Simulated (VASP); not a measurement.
The system is HgTe.

```
Hg Te
1.0
     0.00000    3.32641    3.32641
     3.32641    0.00000    3.32641
     3.32641    3.32641    0.00000
Hg Te
1 1
Direct
  0.00000 0.00000 0.00000
  0.25000 0.25000 0.25000
```

```yaml
Program: VASP 6.6.1
Task: relaxation of cell and atoms
Functional: PBEsol
Potentials_or_basis: VASP PAW PBE potentials, release 64 (Hg, Te)
Cutoff: 600 eV
k_mesh: 12 × 12 × 12
Occupations: gaussian, width 0.1 eV
Spin: no spin polarisation
```

At the start: pressure -2.2 GPa; volume 36.81 Å³/atom.

**Question.** Where does the relaxation end?

**Answer.** Over 3 steps the energy falls by 16.4 meV/atom and the volume is 34.59 Å³/atom (-6.0 %); space group F-43m (No. 216, to 0.05 Å).

Step by step:
```tsv
step	energy change (eV)	largest force (eV/Å)	pressure (GPa)	volume (Å³)
1	0.0000	0.0000	-2.23	73.61
2	-0.0313	0.0000	0.56	68.30
3	-0.0328	0.0000	0.00	69.18
```

Final structure:
```
CELL_PARAMETERS angstrom
0.00000 3.25818 3.25818
3.25818 0.00000 3.25818
3.25818 3.25818 0.00000
ATOMIC_POSITIONS crystal
Hg 0.00000 0.00000 0.00000
Te 0.25000 0.25000 0.25000
```

Caveat: the PAW data sets were made with another functional, which shifts forces and pressure a little.
